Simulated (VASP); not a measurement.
# TiSi (Cmmm) in VASP: single point with PBEsol

Aim: the single point of TiSi with PBEsol.

All numbers are computed with VASP 6.6.1; they aren't measurements. Logs are shortened: lines on timing, memory, paths and dates and some standing lists are left out, and cuts for length are marked.

### Step 1. The cell of the first run

The structure is orthorhombic, space group Cmmm (No. 65). Conventional cell: a = 3.601 Å, b = 4.143 Å, c = 3.789 Å, α = 90.00°, β = 90.00°, γ = 90.00°. Ti (site symmetry mmm) has 8 Si at 2.61 to 2.81 Å and 4 Ti at 2.74 Å within 3.4 Å. Si (site symmetry mmm) has 8 Ti at 2.61 to 2.81 Å and 4 Si at 2.74 Å within 3.4 Å.

### Step 2. Single point, PBEsol

POSCAR

```
TiSi
1.0
    3.6007917025      0.0000000000      0.0000000000
    0.0000000000      7.5785649884      0.0000000000
    0.0000000000      0.0000000000      4.1428982180
Ti Si
4 4
Direct
    0.0000000000      0.5000000000      0.0507574441
    0.5000000000      0.5000000000      0.5507434942
    0.5000000000      0.0000000000      0.5507465083
    0.0000000000      0.0000000000      0.0507528502
    0.0000000000      0.7499993729      0.5507483870
    0.0000000000      0.2500006271      0.5507483870
    0.5000000000      0.2499997041      0.0507514646
    0.5000000000      0.7500002959      0.0507514646
```

INCAR.step1

```
PREC = Accurate
ENCUT = 400
EDIFF = 1E-6
ISMEAR = 0
SIGMA = 0.1
LREAL = F
LASPH = T
NELM = 120
ALGO = Normal
ISIF = 2
LWAVE = F
LCHARG = T
LMAXMIX = 4
GGA = PS
NBANDS = 42
GGA_COMPAT = F
NEDOS = 2001
LORBIT = 11
```

KPOINTS.step1

```
regular mesh
0
Gamma
  10 6 10
```

INCAR.step2

```
PREC = Accurate
ENCUT = 400
EDIFF = 1E-6
ISMEAR = -5
SIGMA = 0.1
LREAL = F
LASPH = T
NELM = 120
ALGO = Normal
ISIF = 2
LWAVE = F
LCHARG = F
LMAXMIX = 4
GGA = PS
LORBIT = 11
NEDOS = 2001
ICHARG = 11
GGA_COMPAT = F
```

KPOINTS.step2

```
regular mesh
0
Gamma
  15 9 15
```

Potentials or basis: VASP PAW PBE potentials, release 64 (Ti_sv, Si).

Started as:

```sh
> cat potpaw_PBE.64/Ti_sv/POTCAR potpaw_PBE.64/Si/POTCAR > POTCAR
> cp INCAR.step1 INCAR
> cp KPOINTS.step1 KPOINTS
> mpirun -np 1 vasp_std > vasp.out
> cp INCAR.step2 INCAR
> cp KPOINTS.step2 KPOINTS
> mpirun -np 1 vasp_std > vasp.out
```

OUTCAR:

```text
PREC = Accurate
   ENCUT = 400
   EDIFF = 1E-6
   ISMEAR = -5
   LREAL = F
   LASPH = T
   NELM = 120
   ISIF = 2
   GGA = PS
   LORBIT = 11
   ICHARG = 11

 ion  position               nearest neighbor table
   1  0.000  0.500  0.051-   7 2.61   8 2.61   7 2.61   8 2.61   2 2.74   2 2.74   2 2.74   2 2.74
                             6 2.81   5 2.81   5 2.81   6 2.81
   2  0.500  0.500  0.551-   5 2.61   6 2.61   5 2.61   6 2.61   1 2.74   1 2.74   1 2.74   1 2.74
                             7 2.81   8 2.81   8 2.81   7 2.81
   3  0.500  0.000  0.551-   5 2.61   6 2.61   5 2.61   6 2.61   4 2.74   4 2.74   4 2.74   4 2.74
                             7 2.81   8 2.81   8 2.81   7 2.81
   4  0.000  0.000  0.051-   7 2.61   8 2.61   7 2.61   8 2.61   3 2.74   3 2.74   3 2.74   3 2.74
                             6 2.81   5 2.81   5 2.81   6 2.81
   5  0.000  0.750  0.551-   2 2.61   2 2.61   3 2.61   3 2.61   8 2.74   8 2.74   8 2.74   8 2.74
                             1 2.81   4 2.81   4 2.81   1 2.81
   6  0.000  0.250  0.551-   2 2.61   2 2.61   3 2.61   3 2.61   7 2.74   7 2.74   7 2.74   7 2.74
                             1 2.81   4 2.81   4 2.81   1 2.81
   7  0.500  0.250  0.051-   4 2.61   4 2.61   1 2.61   1 2.61   6 2.74   6 2.74   6 2.74   6 2.74
                             2 2.81   3 2.81   3 2.81   2 2.81
   8  0.500  0.750  0.051-   4 2.61   4 2.61   1 2.61   1 2.61   5 2.74   5 2.74   5 2.74   5 2.74
                             2 2.81   3 2.81   3 2.81   2 2.81
[... 8 lines left out ...]
 A1 = (  -3.6007917025,   0.0000000000,   0.0000000000)
 A2 = (   0.0000000000,   0.0000000000,   4.1428982180)
 A3 = (   0.0000000000,   7.5785649884,   0.0000000000)

Analysis of symmetry for initial positions (statically):
=====================================================================
 Subroutine PRICEL returns following result:

  LATTYP: Found a simple orthorhombic cell.
 ALAT       =     3.6007917025
 B/A-ratio  =     1.0523470412
 C/A-ratio  =     1.1505520342

  Lattice vectors:

 A1 = (   3.6007917025,   0.0000000000,   0.0000000000)
 A2 = (   0.0000000000,   3.7892824942,   0.0000190321)
 A3 = (   0.0000000000,   0.0000000000,   4.1428982180)

   2 primitive cells build up your supercell.

 Routine SETGRP: Setting up the symmetry group for a
 simple orthorhombic supercell.

 Subroutine GETGRP returns: Found  8 space group operations
 (whereof  4 operations were pure point group operations)
 out of a pool of  8 trial point group operations.

The static configuration has the point symmetry C_2v.
 The point group associated with its full space group is D_2h.

Analysis of symmetry for dynamics (positions and initial velocities):
=====================================================================
 Subroutine PRICEL returns following result:

  LATTYP: Found a simple orthorhombic cell.
 ALAT       =     3.6007917025
 B/A-ratio  =     1.0523470412
 C/A-ratio  =     1.1505520342

  Lattice vectors:

 A1 = (   3.6007917025,   0.0000000000,   0.0000000000)
 A2 = (   0.0000000000,   3.7892824942,   0.0000190321)
 A3 = (   0.0000000000,   0.0000000000,   4.1428982180)

   2 primitive cells build up your supercell.

 Routine SETGRP: Setting up the symmetry group for a
 simple orthorhombic supercell.

 Subroutine GETGRP returns: Found  8 space group operations
 (whereof  4 operations were pure point group operations)
 out of a pool of  8 trial point group operations.

The dynamic configuration has the point symmetry C_2v.
 The point group associated with its full space group is D_2h.

 Subroutine INISYM returns: Found  8 space group operations
 (whereof  4 operations are pure point group operations),
 and found     2 'primitive' translations

----------------------------------------------------------------------------------------

                                     Primitive cell

  volume of cell :      56.5274

  direct lattice vectors                    reciprocal lattice vectors
     3.600791703  0.000000000  0.000000000     0.277716703  0.000000000  0.000000000
     0.000000000  3.789282494  0.000019032     0.000000000  0.263902204  0.000000000
     0.000000000  0.000000000  4.142898218     0.000000000 -0.000001212  0.241376917

  length of vectors
     3.600791703  3.789282494  4.142898218     0.277716703  0.263902204  0.241376917

[... 32 lines left out ...]
     0.000000000  0.000000000  0.000000000

 TETIRR: Found   6019 inequivalent tetrahedra from    12150

 Subroutine IBZKPT returns following result:
 ===========================================

 Found    320 irreducible k-points:

 Following reciprocal coordinates:
            Coordinates               Weight
  0.000000  0.000000  0.000000      1.000000
  0.066667  0.000000  0.000000      2.000000
  0.133333  0.000000  0.000000      2.000000
  0.200000  0.000000  0.000000      2.000000
  0.266667  0.000000  0.000000      2.000000
  0.333333  0.000000  0.000000      2.000000
[... 16 lines left out ...]
  0.400000  0.222222  0.000000      4.000000
  0.466667  0.222222  0.000000      4.000000
 [... further k-points ...]
   k-points           NKPTS =    320   k-points in BZ     NKDIM =    320   number of bands    NBANDS=     38
   number of dos      NEDOS =   2001   number of ions     NIONS =      8
   total plane-waves  NPLWV =  33600
   dimension x,y,z NGX =    24 NGY =   50 NGZ =   28
   dimension x,y,z NGXF=    48 NGYF=  100 NGZF=   56
   ions per type =               4   4
   NGX,Y,Z   is equivalent  to a cutoff of  11.08, 10.97, 11.24 a.u.
   NGXF,Y,Z  is equivalent  to a cutoff of  22.16, 21.94, 22.47 a.u.
 SYSTEM =  unknown system
   PREC   = accura    normal or accurate (medium, high low for compatibility)
   ISTART =      0    job   : 0-new  1-cont  2-samecut
   ICHARG =     11    charge: 1-file 2-atom 10-const
   ISPIN  =      1    spin polarized calculation?
   LNONCOLLINEAR =      F non collinear calculations
   LSORBIT =      F    spin-orbit coupling
   LASPH  =      T    aspherical Exc in radial PAW
   ENCUT  =  400.0 eV  29.40 Ry    5.42 a.u.   5.87 12.36  6.76*2*pi/ulx,y,z
   NELM   =    120;   NELMIN=  2; NELMDL=  0     # of ELM steps
   EDIFF  = 0.1E-05   stopping-criterion for ELM
   LREAL  =      F    real-space projection
   EDIFFG = 0.1E-04   stopping-criterion for IOM
   NSW    =      0    number of steps for IOM
   IBRION =     -1    ionic relax: 0-MD 1-quasi-New 2-CG
   NFREE  =      0    steps in history (QN), initial steepest desc. (CG)
   ISIF   =      2    stress and relaxation
   ISYM   =      2    0-nonsym 1-usesym 2-fastsym
   POTIM  = 0.5000    time-step for ionic-motion
   TEBEG  =    0.0;   TEEND  =   0.0 temperature during run
   PSTRESS=    0.0 pullay stress
   NELECT =      64.0000    total number of electrons
   NUPDOWN=      -1.0000    fix difference up-down
   EMIN   =  10.00;   EMAX   =-10.00  energy-range for DOS
   EFERMI =   0.00;   METHOD = LEGACY
   ISMEAR =    -5;   SIGMA  =   0.10  broadening in eV -4-tet -1-fermi 0-gaus
   EFERMI_NEDOS =   21; number of points for ismear=-14 and -15
   IALGO  =     38    algorithm
   IMIX   =      4    mixing-type and parameters
     AMIX     =   0.40;   BMIX     =  1.00
     AMIX_MAG =   1.60;   BMIX_MAG =  1.00
  volume/ion in A,a.u.               =      14.13        95.37
  Fermi-wavevector in a.u.,A,eV,Ry     =   1.354269  2.559198 24.953706  1.834046
  Thomas-Fermi vector in A             =   2.481455
   LORBIT       =     11    0 simple, 1 ext, 2 COOP (PROOUT), +10 PAW based schemes
   GGA     = PS    functional components
   LHFCALC =     F    Hartree Fock is set to
   AEXX    =    0.0000 exact exchange contribution
   IVDW    =     0    specifies the selected vdW correction
   LEPSILON=     F    determine dielectric tensor
   LRPA    =     F    only Hartree local field effects (RPA)
 non-spin polarized calculation
 Fermi weights with tetrahedron method with Bloechl corrections
  energy-cutoff  :      400.00
  volume of cell :      113.05
 maximum number of plane-waves:      2085
 NGX is ok and might be reduce to    24

 number of electron      63.9999952 magnetization

 Free energy of the ion-electron system (eV)
  ---------------------------------------------------
  ext. energy  EPLUGINS =         0.00000000
  ---------------------------------------------------
  free energy    TOTEN  =       -61.29165471 eV

  energy without entropy =      -61.29165471  energy(sigma->0) =      -61.29165471

 E-fermi :  10.4769     XC(G=0): -11.9955

 val. band max:       10.5962970277   @ k =   0.4000   0.0000   0.1333
 cond. band min:      10.3963900418   @ k =   0.0667   0.0000   0.2000
 fundamental gap:     -0.1999069859
 Fermi energy:        10.4768956941

 k-point     1 :       0.0000    0.0000    0.0000
  band No.  band energies     occupation
      1     -45.9283      2.00000
      2     -45.9266      2.00000
      3     -45.7624      2.00000
      4     -45.7615      2.00000
      5     -22.5187      2.00000
      6     -22.5136      2.00000
[... 973 lines left out ...]
     37      12.3077      0.00000
     38      12.3526      0.00000

 [... further k-points ...]

------------------------ aborting loop because EDIFF is reached ----------------------------------------

  FORCE on cell =-STRESS in cart. coord.  units (eV):
  Direction    XX          YY          ZZ          XY          YZ          ZX
  --------------------------------------------------------------------------------------
  -------------------------------------------------------------------------------------
  Total       -0.0889026      0.2167636     -0.5035503      0.0000000      0.0000000      0.0000000
  in kB       -1.2598999      3.0719040     -7.1361540      0.0000000      0.0000000      0.0000000
  external PRESSURE =      -1.7747166 kB  Pullay stress =       0.0000000 kB

 VOLUME and BASIS-vectors are now :
 -----------------------------------------------------------------------------
  energy-cutoff  :      400.00
  volume of cell :      113.05
      direct lattice vectors                 reciprocal lattice vectors
     3.600791703  0.000000000  0.000000000     0.277716703  0.000000000  0.000000000
     0.000000000  7.578564988  0.000000000     0.000000000  0.131951102  0.000000000
     0.000000000  0.000000000  4.142898218     0.000000000  0.000000000  0.241376917

 POSITION                                       TOTAL-FORCE (eV/Angst)
 -----------------------------------------------------------------------------------
      0.00000      3.78928      0.21028        -0.000000     -0.000000     -0.000372
      1.80040      3.78928      2.28167        -0.000000      0.000000      0.000372
      1.80040      0.00000      2.28169        -0.000000      0.000000      0.000372
      0.00000      0.00000      0.21026        -0.000000      0.000000     -0.000372
      0.00000      5.68392      2.28169         0.000000      0.000000      0.000121
      0.00000      1.89465      2.28169         0.000000      0.000000      0.000121
      1.80040      1.89464      0.21026         0.000000      0.000000     -0.000121
      1.80040      5.68393      0.21026        -0.000000      0.000000     -0.000121
 -----------------------------------------------------------------------------------
    total drift:                                0.000000     -0.000000     -0.009565

  FREE ENERGIE OF THE ION-ELECTRON SYSTEM (eV)
  ---------------------------------------------------
  free  energy   TOTEN  =       -61.2916547086 eV

  energy  without entropy=      -61.2916547086  energy(sigma->0) =      -61.29165471

 total charge

# of ion       s       p       d       tot
------------------------------------------
    1        2.203   6.143   2.085  10.432
    2        2.203   6.143   2.085  10.432
    3        2.203   6.143   2.085  10.432
    4        2.203   6.143   2.085  10.432
    5        0.760   0.885   0.000   1.645
    6        0.760   0.885   0.000   1.645
    7        0.760   0.885   0.000   1.645
    8        0.760   0.885   0.000   1.645
--------------------------------------------------
tot         11.854  28.111   8.342  48.307
```

Run time: 19 min. Hardware: 1 thread of Oxide Virtual Turin-like, shared host; peak memory 0.69 GiB.

What came out:

| Quantity | Value |
| --- | --- |
| Valence electrons inside the program's atomic spheres | Ti 10.43; Si 1.65 |

Caveat: the PAW data sets were made with another functional, which shifts forces and pressure a little.
